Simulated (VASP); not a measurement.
**PbS: single point with r2SCAN**

The system is PbS.

```
Pb S
1.0
     3.63513    0.00000    0.00000
     0.00000    3.63513    0.00000
     0.00000    0.00000    3.63513
Pb S
1 1
Direct
  0.00000 0.00000 0.00000
  0.50000 0.50000 0.50000
```

- Program: VASP 6.6.1
- Task: single point
- Functional: r2SCAN
- Potentials or basis: VASP PAW PBE potentials, release 64 (Pb_d, S)
- Cutoff: 550 eV
- k mesh: 6 × 6 × 6
- Occupations: fermi-dirac, width 0.02 eV
- Spin: no spin polarisation
- Dipole correction: no
- Further INCAR settings: ALGO = Normal; EDIFF = 1e-06; NBANDS = 17

The pressure is 0.0 GPa and the band gap on the k mesh is zero (bands 10 and 11 overlap by 0.31 eV).

Levels at points of the mesh, in eV from the Fermi level:
| k point | band 7 | band 8 | band 9 | band 10 | band 11 | band 12 | band 13 | band 14 |
| --- | --- | --- | --- | --- | --- | --- | --- | --- |
| (0.00, 0.00, 0.00) | -6.83 | -1.73 | -1.73 | -1.73 | 5.96 | 5.96 | 7.02 | 7.02 |
| (0.50, 0.00, 0.00) | -9.32 | -0.56 | -0.56 | -0.10 | 0.67 | 4.21 | 4.21 | 7.20 |
| (0.50, 0.50, 0.00) | -7.47 | -4.64 | -4.64 | -0.36 | 4.59 | 4.59 | 6.30 | 7.84 |
| (0.50, 0.50, 0.50) | -6.13 | -2.55 | -2.55 | -2.55 | -0.32 | -0.32 | -0.32 | 14.92 |

Wall time 24 s on 1 thread of Intel(R) Xeon(R) 6975P-C (Granite Rapids), with other jobs on the host, peak memory 0.17 GiB.

Caveat: semilocal functionals underestimate gaps, so a narrow gap can read as zero; the PAW data sets were made with another functional, which shifts forces and pressure a little; spin-orbit coupling is left out, which moves the levels of the heavy elements.
